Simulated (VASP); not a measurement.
# Li2S (Fm-3m) in VASP: single point with PBE

Aim: the single point of Li2S with PBE.

Program: VASP 6.6.1. These are calculated values, not measurements. Logs are shortened: lines on timing, memory, paths and dates and some standing lists are left out, and cuts for length are marked.

## Step 1: The cell of the first run

The structure is cubic, space group Fm-3m (No. 225). The conventional cell has a = 5.689 Å, b = 5.689 Å, c = 5.689 Å, α = 90.00°, β = 90.00°, γ = 90.00°. Li (site symmetry -43m) has 4 S at 2.46 Å and 6 Li at 2.84 Å within 3.3 Å. Within 3.3 Å of S (site symmetry m-3m) lie 8 Li at 2.46 Å.

## Step 2: Single point, PBE

INCAR

```
PREC = Accurate ; ENCUT = 750
EDIFF = 1E-6 ; ISMEAR = 0
SIGMA = 0.01 ; LREAL = False
LASPH = True ; NELM = 120
ALGO = Normal ; ISIF = 2
LWAVE = False ; LCHARG = True
GGA = PE ; LELF = True
LVHAR = True ; NBANDS = 13
GGA_COMPAT = False
```

KPOINTS

```
Automatic mesh
0
Gamma
  5 5 5
```

POSCAR

```
Li2S
1.0
    4.0227300000      0.0000000000      0.0000000000
    2.0113650000      3.4837863726      0.0000000000
    2.0113650000      1.1612621242      3.2845452910
Li S
2 1
Direct
    0.2500000000      0.2500000000      0.2500000000
    0.7500000000      0.7500000000      0.7500000000
    0.0000000000      0.0000000000      0.0000000000
```

Potentials or basis: VASP PAW PBE potentials, release 64 (Li_sv, S).

Command:

```console
> cat potpaw_PBE.64/Li_sv/POTCAR potpaw_PBE.64/S/POTCAR > POTCAR
> mpirun -np 1 vasp_std > vasp.out
```

OUTCAR:

```text
PREC = Accurate
   ENCUT = 750
   EDIFF = 1E-6
   ISMEAR = 0
   LREAL = False
   LASPH = True
   NELM = 120
   ISIF = 2
   GGA = PE

 ion  position               nearest neighbor table
   1  0.250  0.250  0.250-   3 2.46   3 2.46   3 2.46   3 2.46
   2  0.750  0.750  0.750-   3 2.46   3 2.46   3 2.46   3 2.46
   3  0.000  0.000  0.000-   2 2.46   1 2.46   2 2.46   1 2.46   2 2.46   1 2.46   1 2.46   2 2.46

  LATTYP: Found a face centered cubic cell.
 ALAT       =     5.6889993238

  Lattice vectors:

 A1 = (   4.0227300000,   0.0000000000,   0.0000000000)
 A2 = (   2.0113650000,   3.4837863726,   0.0000000000)
 A3 = (   2.0113650000,   1.1612621242,   3.2845452910)

Analysis of symmetry for initial positions (statically):
=====================================================================
 Subroutine PRICEL returns:
 Original cell was already a primitive cell.

 Routine SETGRP: Setting up the symmetry group for a
 face centered cubic supercell.

 Subroutine GETGRP returns: Found 48 space group operations
 (whereof 48 operations were pure point group operations)
 out of a pool of 48 trial point group operations.

The static configuration has the point symmetry O_h .

Analysis of symmetry for dynamics (positions and initial velocities):
=====================================================================
 Subroutine PRICEL returns:
 Original cell was already a primitive cell.

 Routine SETGRP: Setting up the symmetry group for a
 face centered cubic supercell.

 Subroutine GETGRP returns: Found 48 space group operations
 (whereof 48 operations were pure point group operations)
 out of a pool of 48 trial point group operations.

The dynamic configuration has the point symmetry O_h .

 Subroutine INISYM returns: Found 48 space group operations
 (whereof 48 operations are pure point group operations),
 and found     1 'primitive' translations

----------------------------------------------------------------------------------------

                                     Primitive cell

  volume of cell :      46.0307

  direct lattice vectors                    reciprocal lattice vectors
     4.022730000  0.000000000  0.000000000     0.248587402 -0.143522004 -0.101485382
     2.011365000  3.483786373  0.000000000     0.000000000  0.287044007 -0.101485382
     2.011365000  1.161262124  3.284545291     0.000000000  0.000000000  0.304456146

  length of vectors
     4.022730000  4.022730000  4.022730000     0.304456146  0.304456146  0.304456146

  position of ions in fractional coordinates (direct lattice)
     0.250000000  0.250000000  0.250000000
     0.750000000  0.750000000  0.750000000
     0.000000000  0.000000000  0.000000000

  ion indices of the primitive-cell ions
   primitive index   ion index
                 1           1
                 2           2
                 3           3

----------------------------------------------------------------------------------------

 KPOINTS: Automatic mesh

Automatic generation of k-mesh.
 Grid dimensions read from file:
 generate k-points for:    5    5    5

 Generating k-lattice:

  Cartesian coordinates                     Fractional coordinates (reciprocal lattice)
     0.049717480 -0.028704401 -0.020297076     0.200000000 -0.000000000  0.000000000
     0.000000000  0.057408801 -0.020297076     0.000000000  0.200000000  0.000000000
     0.000000000  0.000000000  0.060891229     0.000000000  0.000000000  0.200000000

  Length of vectors
     0.060891229  0.060891229  0.060891229

  Shift w.r.t. Gamma in fractional coordinates (k-lattice)
     0.000000000  0.000000000  0.000000000

 Subroutine IBZKPT returns following result:
 ===========================================

 Found     10 irreducible k-points:

 Following reciprocal coordinates:
            Coordinates               Weight
  0.000000  0.000000  0.000000      1.000000
  0.200000  0.000000 -0.000000      8.000000
  0.400000  0.000000  0.000000      8.000000
  0.200000  0.200000  0.000000      6.000000
  0.400000  0.200000  0.000000     24.000000
 -0.400000  0.200000 -0.000000     24.000000
 -0.200000  0.200000 -0.000000     12.000000
  0.400000  0.400000  0.000000      6.000000
 -0.400000  0.400000 -0.000000     12.000000
 -0.400000  0.400000  0.200000     24.000000
   k-points           NKPTS =     10   k-points in BZ     NKDIM =     10   number of bands    NBANDS=     13
   number of dos      NEDOS =    301   number of ions     NIONS =      3
   total plane-waves  NPLWV =  46656
   dimension x,y,z NGX =    36 NGY =   36 NGZ =   36
   dimension x,y,z NGXF=    72 NGYF=   72 NGZF=   72
   ions per type =               2   1
   NGX,Y,Z   is equivalent  to a cutoff of  14.88, 14.88, 14.88 a.u.
   NGXF,Y,Z  is equivalent  to a cutoff of  29.76, 29.76, 29.76 a.u.
 SYSTEM =  unknown system
   PREC   = accura    normal or accurate (medium, high low for compatibility)
   ISTART =      0    job   : 0-new  1-cont  2-samecut
   ICHARG =      2    charge: 1-file 2-atom 10-const
   ISPIN  =      1    spin polarized calculation?
   LNONCOLLINEAR =      F non collinear calculations
   LSORBIT =      F    spin-orbit coupling
   LASPH  =      T    aspherical Exc in radial PAW
   ENCUT  =  750.0 eV  55.12 Ry    7.42 a.u.   8.98  8.98  8.98*2*pi/ulx,y,z
   NELM   =    120;   NELMIN=  2; NELMDL= -5     # of ELM steps
   EDIFF  = 0.1E-05   stopping-criterion for ELM
   LREAL  =      F    real-space projection
   EDIFFG = 0.1E-04   stopping-criterion for IOM
   NSW    =      0    number of steps for IOM
   IBRION =     -1    ionic relax: 0-MD 1-quasi-New 2-CG
   NFREE  =      0    steps in history (QN), initial steepest desc. (CG)
   ISIF   =      2    stress and relaxation
   ISYM   =      2    0-nonsym 1-usesym 2-fastsym
   POTIM  = 0.5000    time-step for ionic-motion
   TEBEG  =    0.0;   TEEND  =   0.0 temperature during run
   PSTRESS=    0.0 pullay stress
   NELECT =      12.0000    total number of electrons
   NUPDOWN=      -1.0000    fix difference up-down
   EMIN   =  10.00;   EMAX   =-10.00  energy-range for DOS
   EFERMI =   0.00;   METHOD = LEGACY
   ISMEAR =     0;   SIGMA  =   0.01  broadening in eV -4-tet -1-fermi 0-gaus
   EFERMI_NEDOS =   21; number of points for ismear=-14 and -15
   IALGO  =     38    algorithm
   IMIX   =      4    mixing-type and parameters
     AMIX     =   0.40;   BMIX     =  1.00
     AMIX_MAG =   1.60;   BMIX_MAG =  1.00
  volume/ion in A,a.u.               =      15.34       103.54
  Fermi-wavevector in a.u.,A,eV,Ry     =   1.045810  1.976294 14.880938  1.093718
  Thomas-Fermi vector in A             =   2.180621
   LORBIT       =      0    0 simple, 1 ext, 2 COOP (PROOUT), +10 PAW based schemes
   GGA     = PE    functional components
   LHFCALC =     F    Hartree Fock is set to
   AEXX    =    0.0000 exact exchange contribution
   IVDW    =     0    specifies the selected vdW correction
   LEPSILON=     F    determine dielectric tensor
   LRPA    =     F    only Hartree local field effects (RPA)
 non-spin polarized calculation
 Gauss-broadening in eV      SIGMA  =   0.01
  energy-cutoff  :      750.00
  volume of cell :       46.03
 maximum number of plane-waves:      2156
   NGX = 17   NGY = 17   NGZ = 17

 number of electron      11.9999998 magnetization

 Free energy of the ion-electron system (eV)
  ---------------------------------------------------
  ext. energy  EPLUGINS =         0.00000000
  ---------------------------------------------------
  free energy    TOTEN  =       -11.99333964 eV

  energy without entropy =      -11.99333964  energy(sigma->0) =      -11.99333964

 E-fermi :   1.5567     XC(G=0):  -8.5251

 val. band max:        1.4930656657   @ k =   0.0000   0.0000   0.0000
 cond. band min:       5.1657161941   @ k =   0.4000   0.4000   0.0000
 fundamental gap:      3.6726505285
 Fermi energy:         1.5567284014

 k-point     1 :       0.0000    0.0000    0.0000
  band No.  band energies     occupation
      1     -42.6709      2.00000
      2     -42.6276      2.00000
      3      -9.5442      2.00000
      4       1.4931      2.00000
      5       1.4931      2.00000
      6       1.4931      2.00000
      7       5.7864      0.00000
      8       7.7248      0.00000
      9       7.7248      0.00000
     10       7.7248      0.00000
     11      12.6847      0.00000
     12      12.6847      0.00000
     13      13.9444      0.00000

 k-point     2 :       0.2000    0.0000   -0.0000
  band No.  band energies     occupation
      1     -42.6665      2.00000
      2     -42.6314      2.00000
      3      -9.4061      2.00000
      4       0.2373      2.00000
      5       1.2934      2.00000
      6       1.2934      2.00000
      7       6.6293      0.00000
      8       8.1986      0.00000
      9       8.1986      0.00000
     10       8.5665      0.00000
     11      11.3341      0.00000
     12      11.3341      0.00000
     13      14.3220      0.00000

 k-point     3 :       0.4000    0.0000    0.0000
  band No.  band energies     occupation
      1     -42.6552      2.00000
      2     -42.6418      2.00000
      3      -9.1543      2.00000
      4      -1.1870      2.00000
      5       1.0237      2.00000
      6       1.0237      2.00000
      7       7.4783      0.00000
      8       8.1497      0.00000
      9       8.1497      0.00000
     10       9.7589      0.00000
     11      12.7779      0.00000
     12      12.7779      0.00000
     13      15.1739      0.00000
[... 81 lines left out ...]
 k-point     9 :      -0.4000    0.4000   -0.0000
  band No.  band energies     occupation
      1     -42.6526      2.00000
      2     -42.6437      2.00000
      3      -8.9780      2.00000
      4      -0.5570      2.00000
      5      -0.4209      2.00000
      6       0.2432      2.00000
      7       5.7412      0.00000
      8       9.2407      0.00000
      9      11.3466      0.00000
     10      11.4698      0.00000
     11      12.3549      0.00000
     12      12.7333      0.00000
     13      15.1581      0.00000

 k-point    10 :      -0.4000    0.4000    0.2000
  band No.  band energies     occupation
      1     -42.6518      2.00000
      2     -42.6446      2.00000
      3      -9.0071      2.00000
      4      -0.7103      2.00000
      5      -0.1363      2.00000
      6       0.2201      2.00000
      7       6.8318      0.00000
      8       8.7617      0.00000
      9       9.7009      0.00000
     10      11.6819      0.00000
     11      11.9018      0.00000
     12      12.8233      0.00000
     13      15.5324      0.00000

------------------------ aborting loop because EDIFF is reached ----------------------------------------

  FORCE on cell =-STRESS in cart. coord.  units (eV):
  Direction    XX          YY          ZZ          XY          YZ          ZX
  --------------------------------------------------------------------------------------
  -------------------------------------------------------------------------------------
  Total        0.0699683      0.0699683      0.0699683     -0.0000000      0.0000000     -0.0000000
  in kB        2.4353656      2.4353656      2.4353656     -0.0000000      0.0000000     -0.0000000
  external PRESSURE =       2.4353656 kB  Pullay stress =       0.0000000 kB

 VOLUME and BASIS-vectors are now :
 -----------------------------------------------------------------------------
  energy-cutoff  :      750.00
  volume of cell :       46.03
      direct lattice vectors                 reciprocal lattice vectors
     4.022730000  0.000000000  0.000000000     0.248587402 -0.143522004 -0.101485382
     2.011365000  3.483786373  0.000000000     0.000000000  0.287044007 -0.101485382
     2.011365000  1.161262124  3.284545291     0.000000000  0.000000000  0.304456146

 POSITION                                       TOTAL-FORCE (eV/Angst)
 -----------------------------------------------------------------------------------
      2.01137      1.16126      0.82114        -0.000000     -0.000000      0.000000
      6.03410      3.48379      2.46341        -0.000000      0.000000     -0.000000
      0.00000      0.00000      0.00000         0.000000     -0.000000      0.000000
 -----------------------------------------------------------------------------------
    total drift:                                0.000000     -0.000000      0.000000

  FREE ENERGIE OF THE ION-ELECTRON SYSTEM (eV)
  ---------------------------------------------------
  free  energy   TOTEN  =       -11.9933396427 eV

  energy  without entropy=      -11.9933396427  energy(sigma->0) =      -11.99333964
```

Wall time 18 s (1 thread of AMD EPYC 7R13 (Zen 3), shared host); peak memory 0.16 GiB.

Results:

```
Free energy            : -11.9933 eV
Pressure               : 0.2 GPa
Band gap on the k mesh : 3.67 eV, indirect (least direct gap 4.29 eV)
```
